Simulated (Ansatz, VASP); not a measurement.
## BN in VASP and in Ansatz

```
CELL_PARAMETERS angstrom
1.20270 0.69438 3.29556
-1.20270 0.69438 3.29556
0.00000 -1.38876 3.29556
ATOMIC_POSITIONS crystal
B 0.99721 0.99721 0.99721
N 0.33466 0.33466 0.33466
```

Change from the starting cell: mode 4 frozen in at -0.025 Å, equal normal strain along x and y -0.0400.

Alike in both runs: task single point; functional PBE; dispersion D3(BJ); k mesh 12 × 12 × 12; occupations gaussian, width 0.05 eV; no spin polarisation.

```csv
,VASP,Ansatz
version,VASP 6.6.1,Ansatz 0.2.0
potentials or method,"VASP PAW PBE potentials, release 64 (B, N), cutoff 600 eV","scalar-relativistic, plane waves, PAW"
valence electrons in the cell,8,8
```

```tsv
	VASP	Ansatz	Ansatz less VASP
gap on the k mesh at the Fermi level (eV)	4.37	4.37	+0.006
least direct gap on the mesh (eV)	4.97	4.97	-0.001
pressure (GPa)	35.5	35.4	-0.11
traceless stress, the component that is largest in VASP (GPa)	-36.20	-35.83	+0.366
rms of the force components (eV/Å)	0.285	0.284	-0.0010
```

Atom by atom the forces differ by 0.001 eV/Å (rms over components). Both programs put the cell under a high pressure, so it lies far from rest at this level.
